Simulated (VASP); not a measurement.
# Te2Mo (P6_3/mmc) in VASP: settings compared, part 2 of 2

VASP 6.6.1. The steps go on from the part before.

## (3) Relaxation of cell and atoms, PBE+D3(BJ)

This run uses another cell than the first one, of 24.96 Å³/atom.

File INCAR:

```
  PREC = Accurate
  ENCUT = 600
  EDIFF = 1E-6
  ISMEAR = -1
  SIGMA = 0.02
  LREAL = F
  LASPH = T
  NELM = 80
  ALGO = Normal
  ISIF = 3
  LWAVE = F
  LCHARG = F
  GGA = PE
  IVDW = 12
  IBRION = 2
  NSW = 80
  EDIFFG = -0.005
```

File KPOINTS:

```
Automatic mesh
0
Gamma
  12 12 2
```

File POSCAR:

```
Te2Mo
1.0
    3.5182000000      0.0000000000      0.0000000000
   -1.7591000000      3.0468505756      0.0000000000
    0.0000000000      0.0000000000     13.9736000000
Te Mo
4 2
Direct
    0.3333333333      0.6666666667      0.6210000000
    0.6666666667      0.3333333333      0.1210000000
    0.3333333333      0.6666666667      0.8790000000
    0.6666666667      0.3333333333      0.3790000000
    0.3333333333      0.6666666667      0.2500000000
    0.6666666667      0.3333333333      0.7500000000
```

Potentials or basis: VASP PAW PBE potentials, release 64 (Te, Mo_sv).

Launch:

```sh
cat potpaw_PBE.64/Te/POTCAR potpaw_PBE.64/Mo_sv/POTCAR > POTCAR
mpirun -np 1 vasp_std > vasp.out
```

OUTCAR:

```text
PREC = Accurate
   ENCUT = 600
   EDIFF = 1E-6
   ISMEAR = -1
   LREAL = F
   LASPH = T
   NELM = 80
   ISIF = 3
   GGA = PE
   IVDW = 12
   IBRION = 2
   NSW = 80
   EDIFFG = -0.005
 IVDW          = 12

 ion  position               nearest neighbor table
   1  0.333  0.667  0.621-   6 2.72   6 2.72   6 2.72   3 3.61
   2  0.667  0.333  0.121-   5 2.72   5 2.72   5 2.72   4 3.61
   3  0.333  0.667  0.879-   6 2.72   6 2.72   6 2.72   1 3.61
   4  0.667  0.333  0.379-   5 2.72   5 2.72   5 2.72   2 3.61
   5  0.333  0.667  0.250-   2 2.72   4 2.72   2 2.72   4 2.72   2 2.72   4 2.72
   6  0.667  0.333  0.750-   1 2.72   3 2.72   1 2.72   3 2.72   1 2.72   3 2.72

  LATTYP: Found a hexagonal cell.
 ALAT       =     3.5182000000
 C/A-ratio  =     3.9718037633

  Lattice vectors:

 A1 = (   3.5182000000,   0.0000000000,   0.0000000000)
 A2 = (  -1.7591000000,   3.0468505756,   0.0000000000)
 A3 = (   0.0000000000,   0.0000000000,  13.9736000000)

Analysis of symmetry for initial positions (statically):
=====================================================================
 Subroutine PRICEL returns:
 Original cell was already a primitive cell.

 Routine SETGRP: Setting up the symmetry group for a
 hexagonal supercell.

[... 172 lines left out ...]
  ext. energy  EPLUGINS =         0.00000000
  ---------------------------------------------------
  free energy    TOTEN  =       -35.98701719 eV

  energy without entropy =      -35.98701719  energy(sigma->0) =      -35.98701719

------------------------ aborting loop because EDIFF is reached ----------------------------------------

 Edisp (eV)   -3.21953

 E8    (eV) :    -1.4845
[... 117 lines left out ...]
  FREE ENERGIE OF THE ION-ELECTRON SYSTEM (eV)
  ---------------------------------------------------
  free  energy   TOTEN  =       -39.2171879210 eV

  energy  without entropy=      -39.2171879208  energy(sigma->0) =      -39.21718792

[... ionic steps 4 to 8 ...]

--------------------------------------- Ionic step        9  -------------------------------------------

 number of electron      51.9999998 magnetization

------------------------ aborting loop because EDIFF is reached ----------------------------------------
[... 83 lines left out ...]
--------------------------------------- Ionic step       11  -------------------------------------------

 number of electron      51.9999998 magnetization

 Free energy of the ion-electron system (eV)
  ---------------------------------------------------
  ext. energy  EPLUGINS =         0.00000000
  ---------------------------------------------------
  free energy    TOTEN  =       -35.90485236 eV

  energy without entropy =      -35.90485236  energy(sigma->0) =      -35.90485236

 E-fermi :   8.9545     XC(G=0): -10.6471

 val. band max:        8.6449010555   @ k =   0.0000   0.0000   0.0000
 cond. band min:       9.2889528922   @ k =   0.2500   0.1667   0.0000
 fundamental gap:      0.6440518367
 Fermi energy:         8.9544757986

 k-point     1 :       0.0000    0.0000    0.0000
  band No.  band energies     occupation
      1     -52.2090      2.00000
      2     -52.2090      2.00000
      3     -26.3870      2.00000
      4     -26.3869      2.00000
      5     -26.2449      2.00000
      6     -26.2449      2.00000
[... 805 lines left out ...]
     30      10.2047      0.00000
     31      11.4313      0.00000

 [... further k-points ...]

------------------------ aborting loop because EDIFF is reached ----------------------------------------

 Edisp (eV)   -3.32712

 E8    (eV) :    -1.5330
[... 29 lines left out ...]
  FREE ENERGIE OF THE ION-ELECTRON SYSTEM (eV)
  ---------------------------------------------------
  free  energy   TOTEN  =       -39.2319711189 eV

  energy  without entropy=      -39.2319711156  energy(sigma->0) =      -39.23197112

 reached required accuracy - stopping structural energy minimisation
```

OSZICAR:

```text
N       E                     dE             d eps       ncg     rms          rms(c)
DAV:   1     0.450822862772E+03    0.45082E+03   -0.29172E+04  2676   0.168E+03
[... 102 lines left out ...]
  10 F= -.39231944E+02 E0= -.39231944E+02  d E =0.233331E-04
       N       E                     dE             d eps       ncg     rms          rms(c)
DAV:   1    -0.359048633320E+02    0.68623E-03   -0.19026E-03  2370   0.256E-01    0.638E-02
DAV:   2    -0.359048590008E+02    0.43312E-05   -0.23216E-04  2765   0.780E-02    0.199E-02
DAV:   3    -0.359048551490E+02    0.38518E-05   -0.12258E-04  2661   0.412E-02    0.297E-02
DAV:   4    -0.359048522097E+02    0.29394E-05   -0.10835E-05  2457   0.163E-02    0.111E-02
DAV:   5    -0.359048523592E+02   -0.14953E-06   -0.80731E-06  2469   0.151E-02
  11 F= -.39231971E+02 E0= -.39231971E+02  d E =-.349159E-05
```

CONTCAR:

```text
Te2Mo
   1.00000000000000
     3.4955696575724340   -0.0000000000000000    0.0000000000000000
    -1.7477848287862170    3.0272521241612771   -0.0000000000000000
    -0.0000000000000000    0.0000000000000000   13.6938922561248599
  Te              Mo
     4     2
Direct
     0.3333333332999970    0.6666666667000030    0.6172298666450703
     0.6666666667000030    0.3333333332999970    0.1172298666450705
     0.3333333332999970    0.6666666667000030    0.8827701333549297
     0.6666666667000030    0.3333333332999970    0.3827701333549294
     0.3333333332999970    0.6666666667000030    0.2500000000000000
     0.6666666667000030    0.3333333332999970    0.7500000000000000

  0.00000000E+00  0.00000000E+00  0.00000000E+00
  0.00000000E+00  0.00000000E+00  0.00000000E+00
  0.00000000E+00  0.00000000E+00  0.00000000E+00
  0.00000000E+00  0.00000000E+00  0.00000000E+00
  0.00000000E+00  0.00000000E+00  0.00000000E+00
  0.00000000E+00  0.00000000E+00  0.00000000E+00
```

It took 12 min on 1 thread of AMD EPYC 9R45 (Zen 5), shared host; peak memory 0.4 GiB.

Results:

| Item | Value |
| --- | --- |
| Free energy | -39.2320 eV |
| Relaxed volume | 24.15 Å³/atom |
| Relaxed cell | a = 3.496 Å, b = 3.496 Å, c = 13.694 Å, α = 90.00°, β = 90.00°, γ = 120.00° |
| Space group after relaxing (to 0.1 Å) | P6_3/mmc (No. 194) |
| Energy gained by relaxing | 4.2 meV/atom |
| Ionic steps | 11 |
| Pressure after relaxing | 0.0 GPa |
| Band gap on the k mesh | 0.64 eV (least direct gap 1.03 eV) |
| Dispersion energy per atom | -0.555 eV |

Step by step:
```
step  energy change (eV)  largest force (eV/Å)  pressure (GPa)  volume (Å³)
   1              0.0000                0.1801           -0.57       149.79
   2             -0.0099                0.1788            0.16       147.87
   3             -0.0106                0.1790            0.42       147.16
   4             -0.0138                0.0430           -0.52       147.26
   5             -0.0143                0.0154           -0.27       147.23
   6             -0.0200                0.0140           -0.20       146.50
   7             -0.0253                0.0093           -0.02       145.12
   8             -0.0254                0.0074            0.03       144.85
   9             -0.0254                0.0078            0.02       144.90
  10             -0.0254                0.0116           -0.08       144.94
  11             -0.0254                0.0020            0.00       144.91
```

Final structure:
```yaml
crystal:
  lattice:
    - [3.49557, 0.00000, 0.00000]
    - [-1.74778, 3.02725, 0.00000]
    - [0.00000, 0.00000, 13.69389]
  atoms:
    - { symbol: Te, position: [0.33333, 0.66667, 0.61723] }
    - { symbol: Te, position: [0.66667, 0.33333, 0.11723] }
    - { symbol: Te, position: [0.33333, 0.66667, 0.88277] }
    - { symbol: Te, position: [0.66667, 0.33333, 0.38277] }
    - { symbol: Mo, position: [0.33333, 0.66667, 0.25000] }
    - { symbol: Mo, position: [0.66667, 0.33333, 0.75000] }
```

Caveat: spin-orbit coupling is left out, which moves the levels of the heavy elements.
